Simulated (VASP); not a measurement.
# Te (I4_1/amd) in VASP: notebook

Te is run at these levels: PBE; tasks: single point.

Everything below comes from runs of VASP 6.6.1. Logs are shortened: lines on timing, memory, paths and dates and some standing lists are left out, and cuts for length are marked.

## (1) The cell of the first run

It takes space group I4_1/amd (No. 141, tetragonal). Conventional cell: a = 6.251 Å, b = 6.251 Å, c = 3.129 Å, α = 90.00°, β = 90.00°, γ = 90.00°. Within 4.1 Å of Te (site symmetry -4m2) lie 10 Te at 3.13 to 3.91 Å.

## (2) Single point, PBE

Contents of INCAR:

```
PREC = Accurate
ENCUT = 520
EDIFF = 1E-6
ISMEAR = -1
SIGMA = 0.08
LREAL = False
LASPH = True
NELM = 100
ALGO = Normal
ISIF = 2
LWAVE = False
LCHARG = False
GGA = PE
NBANDS = 13
```

Contents of KPOINTS:

```
regular mesh
0
Gamma
  15 15 15
```

Contents of POSCAR:

```
Te
1.0
   -3.1257184844      3.1257184844      1.5645118081
    3.1257184844     -3.1257184844      1.5645118081
    3.1257184844      3.1257184844     -1.5645118081
Te
2
Direct
   -0.3750000000     -0.1250000000     -0.2500000000
    0.3750000000      0.1250000000      0.2500000000
```

Potentials or basis: VASP PAW PBE potentials, release 64 (Te).

Command:

```
$ cat potpaw_PBE.64/Te/POTCAR > POTCAR
$ mpirun -np 1 vasp_std > vasp.out
```

OUTCAR:

```text
PREC = Accurate
   ENCUT = 520
   EDIFF = 1E-6
   ISMEAR = -1
   LREAL = False
   LASPH = True
   NELM = 100
   ISIF = 2
   GGA = PE

 ion  position               nearest neighbor table
   1  0.625  0.875  0.750-   2 3.22   2 3.22   2 3.22   2 3.22
   2  0.375  0.125  0.250-   1 3.22   1 3.22   1 3.22   1 3.22

  LATTYP: Found a body centered tetragonal cell.
 ALAT       =     6.2514369688
 C/A-ratio  =     0.5005286995

  Lattice vectors:

 A1 = (  -3.1257184844,   3.1257184844,   1.5645118081)
 A2 = (   3.1257184844,  -3.1257184844,   1.5645118081)
 A3 = (   3.1257184844,   3.1257184844,  -1.5645118081)

Analysis of symmetry for initial positions (statically):
=====================================================================
 Subroutine PRICEL returns:
 Original cell was already a primitive cell.

 Routine SETGRP: Setting up the symmetry group for a
 body centered tetragonal supercell.

 Subroutine GETGRP returns: Found 16 space group operations
 (whereof  4 operations were pure point group operations)
 out of a pool of 16 trial point group operations.

The static configuration has the point symmetry C_2h.
 The point group associated with its full space group is D_4h.

Analysis of symmetry for dynamics (positions and initial velocities):
=====================================================================
 Subroutine PRICEL returns:
 Original cell was already a primitive cell.

 Routine SETGRP: Setting up the symmetry group for a
 body centered tetragonal supercell.

 Subroutine GETGRP returns: Found 16 space group operations
 (whereof  4 operations were pure point group operations)
 out of a pool of 16 trial point group operations.

The dynamic configuration has the point symmetry C_2h.
 The point group associated with its full space group is D_4h.

 Subroutine INISYM returns: Found 16 space group operations
 (whereof  4 operations are pure point group operations),
 and found     1 'primitive' translations

----------------------------------------------------------------------------------------

                                     Primitive cell

  volume of cell :      61.1418

  direct lattice vectors                    reciprocal lattice vectors
    -3.125718484  3.125718484  1.564511808     0.000000000  0.159963222  0.319588512
     3.125718484 -3.125718484  1.564511808     0.159963222  0.000000000  0.319588512
     3.125718484  3.125718484 -1.564511808     0.159963222  0.159963222  0.000000000

  length of vectors
     4.689128841  4.689128841  4.689128841     0.357386414  0.357386414  0.226222158

  position of ions in fractional coordinates (direct lattice)
     0.625000000  0.875000000  0.750000000
     0.375000000  0.125000000  0.250000000

  ion indices of the primitive-cell ions
   primitive index   ion index
                 1           1
                 2           2

----------------------------------------------------------------------------------------

 KPOINTS: regular mesh

Automatic generation of k-mesh.
 Grid dimensions read from file:
 generate k-points for:   15   15   15

 Generating k-lattice:

  Cartesian coordinates                     Fractional coordinates (reciprocal lattice)
     0.000000000  0.010664215  0.021305901     0.066666667  0.000000000 -0.000000000
     0.010664215  0.000000000  0.021305901     0.000000000  0.066666667 -0.000000000
     0.010664215  0.010664215  0.000000000     0.000000000  0.000000000  0.066666667

  Length of vectors
     0.023825761  0.023825761  0.015081477

  Shift w.r.t. Gamma in fractional coordinates (k-lattice)
     0.000000000  0.000000000  0.000000000

 Subroutine IBZKPT returns following result:
 ===========================================

 Found    288 irreducible k-points:

 Following reciprocal coordinates:
            Coordinates               Weight
  0.000000  0.000000  0.000000      1.000000
  0.066667 -0.000000  0.000000      8.000000
  0.133333  0.000000  0.000000      8.000000
  0.200000 -0.000000  0.000000      8.000000
  0.266667  0.000000  0.000000      8.000000
  0.333333 -0.000000  0.000000      8.000000
[... 16 lines left out ...]
  0.133333  0.133333  0.000000      8.000000
  0.200000  0.133333  0.000000     16.000000
 [... further k-points ...]
   k-points           NKPTS =    288   k-points in BZ     NKDIM =    288   number of bands    NBANDS=     13
   number of dos      NEDOS =    301   number of ions     NIONS =      2
   total plane-waves  NPLWV =  46656
   dimension x,y,z NGX =    36 NGY =   36 NGZ =   36
   dimension x,y,z NGXF=    72 NGYF=   72 NGZF=   72
   ions per type =               2
   NGX,Y,Z   is equivalent  to a cutoff of  12.76, 12.76, 12.76 a.u.
   NGXF,Y,Z  is equivalent  to a cutoff of  25.53, 25.53, 25.53 a.u.
 SYSTEM =  unknown system
   PREC   = accura    normal or accurate (medium, high low for compatibility)
   ISTART =      0    job   : 0-new  1-cont  2-samecut
   ICHARG =      2    charge: 1-file 2-atom 10-const
   ISPIN  =      1    spin polarized calculation?
   LNONCOLLINEAR =      F non collinear calculations
   LSORBIT =      F    spin-orbit coupling
   LASPH  =      T    aspherical Exc in radial PAW
   ENCUT  =  520.0 eV  38.22 Ry    6.18 a.u.   8.72  8.72  8.72*2*pi/ulx,y,z
   NELM   =    100;   NELMIN=  2; NELMDL= -5     # of ELM steps
   EDIFF  = 0.1E-05   stopping-criterion for ELM
   LREAL  =      F    real-space projection
   EDIFFG = 0.1E-04   stopping-criterion for IOM
   NSW    =      0    number of steps for IOM
   IBRION =     -1    ionic relax: 0-MD 1-quasi-New 2-CG
   NFREE  =      0    steps in history (QN), initial steepest desc. (CG)
   ISIF   =      2    stress and relaxation
   ISYM   =      2    0-nonsym 1-usesym 2-fastsym
   POTIM  = 0.5000    time-step for ionic-motion
   TEBEG  =    0.0;   TEEND  =   0.0 temperature during run
   PSTRESS=    0.0 pullay stress
   NELECT =      12.0000    total number of electrons
   NUPDOWN=      -1.0000    fix difference up-down
   EMIN   =  10.00;   EMAX   =-10.00  energy-range for DOS
   EFERMI =   0.00;   METHOD = LEGACY
   ISMEAR =    -1;   SIGMA  =   0.08  broadening in eV -4-tet -1-fermi 0-gaus
   EFERMI_NEDOS =   21; number of points for ismear=-14 and -15
   IALGO  =     38    algorithm
   IMIX   =      4    mixing-type and parameters
     AMIX     =   0.40;   BMIX     =  1.00
     AMIX_MAG =   1.60;   BMIX_MAG =  1.00
  volume/ion in A,a.u.               =      30.57       206.30
  Fermi-wavevector in a.u.,A,eV,Ry     =   0.951384  1.797855 12.315055  0.905131
  Thomas-Fermi vector in A             =   2.079849
   LORBIT       =      0    0 simple, 1 ext, 2 COOP (PROOUT), +10 PAW based schemes
   GGA     = PE    functional components
   LHFCALC =     F    Hartree Fock is set to
   AEXX    =    0.0000 exact exchange contribution
   IVDW    =     0    specifies the selected vdW correction
   LEPSILON=     F    determine dielectric tensor
   LRPA    =     F    only Hartree local field effects (RPA)
 non-spin polarized calculation
  energy-cutoff  :      520.00
  volume of cell :       61.14
 maximum number of plane-waves:      1672
   NGX = 17   NGY = 17   NGZ = 17

 number of electron      11.9999999 magnetization

 Free energy of the ion-electron system (eV)
  ---------------------------------------------------
  ext. energy  EPLUGINS =         0.00000000
  ---------------------------------------------------
  free energy    TOTEN  =        -5.84569202 eV

  energy without entropy =       -5.81657848  energy(sigma->0) =       -5.83113525

 E-fermi :   7.3466     XC(G=0):  -9.6379

 val. band max:        7.3441948225   @ k =  -0.3333   0.1333   0.0667
 cond. band min:       7.3511466746   @ k =   0.4667   0.1333   0.0000
 fundamental gap:      0.0069518521
 Fermi energy:         7.3465835618

 k-point     1 :       0.0000    0.0000    0.0000
  band No.  band energies     occupation
      1      -6.6752      2.00000
      2      -2.9694      2.00000
      3       2.7356      2.00000
      4       2.7356      2.00000
      5       8.3951      0.00000
      6       8.3951      0.00000
      7       9.2431      0.00000
      8      10.0599      0.00000
      9      10.1328      0.00000
     10      13.5853      0.00000
     11      13.8158      0.00000
     12      15.7424      0.00000
     13      15.8708      0.00000

 k-point     2 :       0.0667   -0.0000    0.0000
  band No.  band energies     occupation
      1      -6.5996      2.00000
      2      -2.9490      2.00000
      3       2.7648      2.00000
      4       2.8590      2.00000
      5       8.2351      0.00003
      6       8.4306      0.00000
      7       9.3647      0.00000
      8       9.4841      0.00000
      9       9.5120      0.00000
     10      13.6797      0.00000
     11      13.9847      0.00000
     12      16.3358      0.00000
     13      16.4144      0.00000

 k-point     3 :       0.1333    0.0000    0.0000
  band No.  band energies     occupation
      1      -6.3746      2.00000
      2      -2.8850      2.00000
      3       2.8536      2.00000
      4       3.2162      2.00000
      5       7.6753      0.03232
      6       8.2065      0.00004
      7       8.3634      0.00001
      8       8.5164      0.00000
      9       9.7246      0.00000
     10      13.8847      0.00000
     11      14.2631      0.00000
     12      14.9881      0.00000
     13      15.4980      0.00000

 k-point     4 :       0.2000   -0.0000    0.0000
  band No.  band energies     occupation
      1      -6.0063      2.00000
      2      -2.7727      2.00000
      3       3.0040      2.00000
      4       3.7618      2.00000
      5       6.3314      1.99999
      6       6.8285      1.99692
      7       7.7204      0.01852
      8       8.5852      0.00000
      9      10.3058      0.00000
     10      13.5139      0.00000
     11      13.8802      0.00000
     12      14.3093      0.00000
     13      16.0690      0.00000

 k-point     5 :       0.2667    0.0000    0.0000
  band No.  band energies     occupation
      1      -5.5086      2.00000
      2      -2.6174      2.00000
      3       3.2125      2.00000
      4       4.3051      2.00000
      5       4.8592      2.00000
      6       5.6368      2.00000
      7       7.3311      1.09630
      8       8.5244      0.00000
      9      11.0706      0.00000
     10      12.7216      0.00000
     11      13.2296      0.00000
     12      14.7746      0.00000
     13      17.0760      0.00000
[... 257 lines left out ...]
 k-point    22 :      -0.0667    0.0667    0.0000
  band No.  band energies     occupation
      1      -6.6475      2.00000
      2      -3.0366      2.00000
      3       2.7701      2.00000
      4       2.7809      2.00000
      5       8.2151      0.00004
      6       8.2429      0.00003
      7       9.3610      0.00000
      8      10.0894      0.00000
      9      10.1236      0.00000
     10      13.7656      0.00000
     11      14.0052      0.00000
     12      15.6901      0.00000
     13      15.8363      0.00000

 k-point    23 :       0.1333    0.1333    0.0000
  band No.  band energies     occupation
      1      -5.6122      2.00000
      2      -2.4335      2.00000
      3       3.6245      2.00000
      4       3.7152      2.00000
      5       5.2335      2.00000
      6       5.2692      2.00000
      7       8.1482      0.00009
      8       8.1807      0.00006
      9      10.6635      0.00000
     10      12.6836      0.00000
     11      12.7137      0.00000
     12      15.4545      0.00000
     13      15.6692      0.00000

 k-point    24 :       0.2000    0.1333    0.0000
  band No.  band energies     occupation
      1      -5.0560      2.00000
      2      -2.2275      2.00000
      3       3.4817      2.00000
      4       3.9116      2.00000
      5       4.1785      2.00000
      6       4.6318      2.00000
      7       7.8688      0.00292
      8       8.0763      0.00022
      9      11.3080      0.00000
     10      12.1091      0.00000
     11      12.4538      0.00000
     12      15.9935      0.00000
     13      16.5884      0.00000

 [... further k-points ...]

------------------------ aborting loop because EDIFF is reached ----------------------------------------

  FORCE on cell =-STRESS in cart. coord.  units (eV):
  Direction    XX          YY          ZZ          XY          YZ          ZX
  --------------------------------------------------------------------------------------
  -------------------------------------------------------------------------------------
  Total        1.0312737      1.0312737      1.0219388      0.0000000      0.0000000      0.0000000
  in kB       27.0237711     27.0237711     26.7791569      0.0000000      0.0000000      0.0000000
  external PRESSURE =      26.9422330 kB  Pullay stress =       0.0000000 kB

 VOLUME and BASIS-vectors are now :
 -----------------------------------------------------------------------------
  energy-cutoff  :      520.00
  volume of cell :       61.14
      direct lattice vectors                 reciprocal lattice vectors
    -3.125718484  3.125718484  1.564511808     0.000000000  0.159963222  0.319588512
     3.125718484 -3.125718484  1.564511808     0.159963222  0.000000000  0.319588512
     3.125718484  3.125718484 -1.564511808     0.159963222  0.159963222  0.000000000

 POSITION                                       TOTAL-FORCE (eV/Angst)
 -----------------------------------------------------------------------------------
      3.12572      1.56286      1.17338        -0.000000     -0.000000      0.000000
      0.00000      1.56286      0.39113         0.000000      0.000000     -0.000000
 -----------------------------------------------------------------------------------
    total drift:                               -0.000000     -0.000000      0.000000

  FREE ENERGIE OF THE ION-ELECTRON SYSTEM (eV)
  ---------------------------------------------------
  free  energy   TOTEN  =        -5.8456920186 eV

  energy  without entropy=       -5.8165784782  energy(sigma->0) =       -5.83113525
```

Run time: 83 s. Hardware: 1 thread of Intel Xeon Platinum 8488C (Sapphire Rapids), shared host; peak memory 0.34 GiB.

Results:

```yaml
Free_energy: -5.8457 eV
Pressure: 2.7 GPa
Band_gap_on_the_k_mesh: zero (bands 6 and 7 overlap by 3.75 eV)
```

Caveat: spin-orbit coupling is left out, which moves the levels of the heavy elements.

(Continued in part 2 of 2.)
